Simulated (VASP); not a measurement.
## Bi2S: relaxation of cell and atoms with PBE

Bi2S, a slab with vacuum:

```
Bi S
1.0
     1.82247   -2.99917    0.00000
     1.82247    2.99917    0.00000
     0.00000    0.00000    8.27612
Bi S
2 1
Cartesian
  1.8225 1.0139 0.0000
  1.8225 -1.0139 0.0000
  0.0000 0.0000 0.0000
```

The cell was generated, and may not be a known phase.

| Item | Value |
| --- | --- |
| Program | VASP 6.6.1 |
| Task | relaxation of cell and atoms |
| Functional | PBE |
| Potentials or basis | VASP PAW PBE potentials, release 64 (Bi_d, S) |
| Cutoff | 600 eV |
| k mesh | 6 × 6 × 2 |
| Occupations | gaussian, width 0.1 eV |
| Spin | no spin polarisation |
| Dipole correction | no |
| Further INCAR settings | ALGO = Normal; EDIFF = 1e-07; IBRION = 2; EDIFFG = -0.04; NSW = 90; ISIF = 3 |

| Quantity | Value |
| --- | --- |
| Relaxed cell | a = 5.332 Å, b = 5.332 Å, c = 8.250 Å, α = 90.00°, β = 90.00°, γ = 118.89° |
| Space group after relaxing (to 0.1 Å) | Cmmm (No. 65) |
| Largest force after relaxing | 0.031 eV/Å |
| Band gap on the k mesh | zero (bands 18 and 19 overlap by 0.57 eV) |

Forces in eV/Å, atoms in the order of the input:
```
Bi   0.000  0.031  0.000
Bi   0.000 -0.031  0.000
S    0.000  0.000  0.000
```

Final structure:
```
Bi S
1.0
     2.71063   -4.59201    0.00000
     2.71063    4.59201    0.00000
     0.00000    0.00000    8.25049
Bi S
2 1
Direct
  0.33105 0.66895 0.00000
  0.66895 0.33105 0.00000
  0.00000 0.00000 0.00000
```

Levels at points of the mesh, in eV from the Fermi level:
```tsv
k point	band 14	band 15	band 16	band 17	band 18	band 19	band 20	band 21	band 22
(0.00, 0.00, 0.00)	-3.17	-3.00	-2.87	-2.55	-2.38	0.19	1.88	3.05	5.77
(0.50, 0.00, 0.00)	-4.65	-1.66	-1.20	-1.05	-0.09	0.53	1.05	3.26	3.30
(0.50, 0.50, 0.00)	-4.68	-1.59	-1.28	-1.05	-0.15	0.44	0.99	3.51	3.64
(0.00, 0.00, 0.50)	-3.17	-3.00	-2.88	-2.55	-2.38	0.18	1.87	4.16	4.31
(0.50, 0.00, 0.50)	-4.65	-1.67	-1.20	-1.07	-0.09	0.52	1.05	3.26	3.30
(0.50, 0.50, 0.50)	-4.67	-1.60	-1.28	-1.07	-0.15	0.43	0.99	3.51	3.65
```

Run time: 5.8 min on 1 thread of Intel(R) Xeon(R) 6975P-C (Granite Rapids), with other jobs on the host, peak memory 0.26 GiB.

Caveat: the k points lie up to 0.38 Å⁻¹ apart in the final cell, too coarse for converged energies and pressures of a metal; there is no dipole correction, which matters where the two faces differ; spin-orbit coupling is left out, which moves the levels of the heavy elements.
